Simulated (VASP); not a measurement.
# Si5C4 in VASP: settings compared, part 2 of 2

VASP 6.6.1. Earlier steps stand in the parts before.

### Step 3. Single point, RPBE, collinear spin

INCAR reads:

```
PREC     = Accurate       # precision mode
ENCUT    = 520            # plane-wave cutoff, eV
EDIFF    = 1E-7           # SCF threshold, eV
ISMEAR   = 0              # smearing method
SIGMA    = 0.05           # smearing width, eV
LREAL    = F              # projectors in reciprocal space
LASPH    = T              # aspherical terms in the spheres
NELM     = 150            # most SCF steps
ALGO     = Normal         # electronic algorithm
ISIF     = 2              # what is computed and relaxed
LWAVE    = F              # write WAVECAR
LCHARG   = T              # write CHGCAR
ISPIN    = 2              # spin polarisation
MAGMOM   = 0 0 0 0 0 0 0 0 2 # initial moments
LORBIT   = 11             # projections on sites
LDIPOL   = T            
IDIPOL   = 3            
DIPOL    = 0.5 0.5 0.372
GGA      = RP             # functional
LELF     = T              # ELF
LVHAR    = T            
LVACPOTAV= T            
NBANDS   = 32             # bands
```

KPOINTS reads:

```
Automatic mesh
0
Gamma
  9 9 1
```

POSCAR reads:

```
Si5C4
1.0
    3.0920147376      0.0000000000      0.0000000000
   -1.5460073688      2.6777633116      0.0000000000
    0.0000000000      0.0000000000     23.7337369325
C Si
4 5
Direct
    0.3333333333      0.6666666666      0.1685364598
    0.6666666667      0.3333333333      0.2754269373
    0.3333333333      0.6666666666      0.3835939576
    0.6666666667      0.3333333333      0.4915758428
    0.6666666667      0.3333333333      0.1950726408
    0.3333333333      0.6666666666      0.3019631184
    0.6666666667      0.3333333333      0.4085742396
    0.3333333333      0.6666666666      0.5154576781
    0.3333333333      1.1666666666      0.6112232641
```

Potentials or basis: VASP PAW PBE potentials, release 64 (C, Si).

On the command line:

```
> cat potpaw_PBE.64/C/POTCAR potpaw_PBE.64/Si/POTCAR > POTCAR
> mpirun -np 1 vasp_std > vasp.out
```

OUTCAR:

```text
PREC = Accurate
   ENCUT = 520
   EDIFF = 1E-7
   ISMEAR = 0
   LREAL = F
   LASPH = T
   NELM = 150
   ISIF = 2
   ISPIN = 2
   LORBIT = 11
   GGA = RP

 ion  position               nearest neighbor table
   1  0.333  0.667  0.169-   5 1.89   5 1.89   5 1.89
   2  0.667  0.333  0.275-   6 1.89   6 1.89   6 1.89   5 1.91
   3  0.333  0.667  0.384-   7 1.88   7 1.88   7 1.88   6 1.94
   4  0.667  0.333  0.492-   8 1.87   8 1.87   8 1.87   7 1.97
   5  0.667  0.333  0.195-   1 1.89   1 1.89   1 1.89   2 1.91   6 3.10   6 3.10   6 3.10
   6  0.333  0.667  0.302-   2 1.89   2 1.89   2 1.89   3 1.94   7 3.10   7 3.10   7 3.10   5 3.10
                             5 3.10   5 3.10
   7  0.667  0.333  0.409-   3 1.88   3 1.88   3 1.88   4 1.97   6 3.10   6 3.10   6 3.10   8 3.10
                             8 3.10   8 3.10
   8  0.333  0.667  0.515-   4 1.87   4 1.87   4 1.87   9 2.75   9 2.75   7 3.10   7 3.10   7 3.10

   9  0.333  0.167  0.611-   8 2.75   8 2.75

  LATTYP: Found a hexagonal cell.
 ALAT       =     3.0920147376
 C/A-ratio  =     7.6758162385

  Lattice vectors:

 A1 = (   3.0920147376,   0.0000000000,   0.0000000000)
 A2 = (  -1.5460073688,   2.6777633116,   0.0000000000)
[... 1825 lines left out ...]
     3.092014738  0.000000000  0.000000000     0.323413724  0.186723000  0.000000000
    -1.546007369  2.677763312  0.000000000     0.000000000  0.373446001  0.000000000
     0.000000000  0.000000000 23.733736933     0.000000000  0.000000000  0.042134115

 POSITION                                       TOTAL-FORCE (eV/Angst)
 -----------------------------------------------------------------------------------
     -0.00000      1.78518      4.00000         0.003067      0.001771      2.221664
      1.54601      0.89259      6.53691        -0.012076     -0.006972      0.953708
     -0.00000      1.78518      9.10412         0.022467      0.012972     -0.254774
      1.54601      0.89259     11.66693         0.191613      0.110628     -1.419694
      1.54601      0.89259      4.62980         0.010461      0.006040     -2.769636
     -0.00000      1.78518      7.16671         0.009761      0.005635     -0.432883
      1.54601      0.89259      9.69699         0.026039      0.015034      0.363573
     -0.00000      1.78518     12.23374        -0.158816     -0.091693      1.289935
      0.77300      0.44629     14.50661        -0.092515     -0.053414      0.048108
 -----------------------------------------------------------------------------------
    total drift:                                0.000061      0.000035     -0.000212

  FREE ENERGIE OF THE ION-ELECTRON SYSTEM (eV)
  ---------------------------------------------------
  free  energy   TOTEN  =       -58.0543645862 eV

  energy  without entropy=      -58.0441466253  energy(sigma->0) =      -58.04925561

 vacuum level on the upper side and lower side of the slab         6.522         8.184

 total charge

# of ion       s       p       d       tot
------------------------------------------
    1        0.882   1.512   0.000   2.394
    2        0.853   1.679   0.000   2.532
    3        0.846   1.692   0.000   2.538
    4        0.855   1.671   0.000   2.527
    5        0.708   0.952   0.000   1.660
    6        0.706   0.944   0.000   1.650
    7        0.712   0.948   0.000   1.660
    8        0.715   0.925   0.000   1.640
    9        0.904   0.589   0.000   1.493
--------------------------------------------------
tot          7.183  10.912   0.000  18.094

 magnetization (x)

# of ion       s       p       d       tot
------------------------------------------
    1       -0.000  -0.000   0.000  -0.000
    2       -0.000  -0.000   0.000  -0.000
    3        0.000  -0.000   0.000  -0.000
    4        0.000   0.000   0.000   0.000
    5       -0.000  -0.000   0.000  -0.000
    6       -0.000  -0.000   0.000  -0.000
    7       -0.000  -0.000   0.000  -0.000
    8       -0.000  -0.000   0.000  -0.000
    9       -0.000  -0.000   0.000  -0.000
--------------------------------------------------
tot         -0.000  -0.000   0.000  -0.000
```

OSZICAR:

```text
N       E                     dE             d eps       ncg     rms          rms(c)
DAV:   1     0.156577016760E+03    0.15658E+03   -0.14465E+04  3200   0.926E+02
DAV:   2    -0.468430654896E+02   -0.20342E+03   -0.19143E+03  4312   0.189E+02
DAV:   3    -0.657206041575E+02   -0.18878E+02   -0.18551E+02  4080   0.550E+01
[... 42 lines left out ...]
DAV:  46    -0.580543636802E+02   -0.10960E-05   -0.43287E-08  3472   0.906E-04    0.436E-04
DAV:  47    -0.580543640922E+02   -0.41198E-06   -0.36274E-08  3280   0.814E-04    0.157E-04
DAV:  48    -0.580543644168E+02   -0.32455E-06   -0.15432E-08  3128   0.482E-04    0.193E-04
DAV:  49    -0.580543645425E+02   -0.12576E-06   -0.42939E-09  3104   0.254E-04    0.904E-05
DAV:  50    -0.580543645862E+02   -0.43706E-07   -0.14980E-09  2920   0.141E-04
   1 F= -.58054365E+02 E0= -.58049256E+02  d E =-.102180E-01  mag=     0.0000
```

stdout:

```text
POSCAR found type information on POSCAR C Si
 POSCAR found :  2 types and       9 ions
 scaLAPACK will be used
 -----------------------------------------------------------------------------
[... 23 lines left out ...]
|     Did not find any points to average over, which means that no vacuum     |
|     field-free region was found. Please increase the size of  your cell     |
|     in the dimension of the dipole correction to obtain accurate            |
|     workfunction values.                                                    |
|                                                                             |
 -----------------------------------------------------------------------------
```

Run time: 18 min. Hardware: 1 thread of Intel Xeon Platinum 8259CL at 2.50GHz (Skylake/Cascade Lake), shared host; peak memory 0.52 GiB.

What came out:

```
Free energy                                           : -58.0544 eV
Largest force                                         : 2.770 eV/Å
Band gap on the k mesh                                : zero (filled and empty bands overlap)
Net moment                                            : 0.00 μB per cell
Valence electrons inside the program's atomic spheres : C 2.39, 2.53, 2.54 (each value once); Si 1.66, 1.65, 1.64, 1.49 (each value once)
```

Forces on the atoms (eV/Å):
```
C    0.003  0.002  2.222
C   -0.012 -0.007  0.954
C    0.022  0.013 -0.255
C    0.192  0.111 -1.420
Si   0.010  0.006 -2.770
Si   0.010  0.006 -0.433
Si   0.026  0.015  0.364
Si  -0.159 -0.092  1.290
Si  -0.093 -0.053  0.048
```

Caveat: the PAW data sets were made with another functional, which shifts forces and pressure a little.
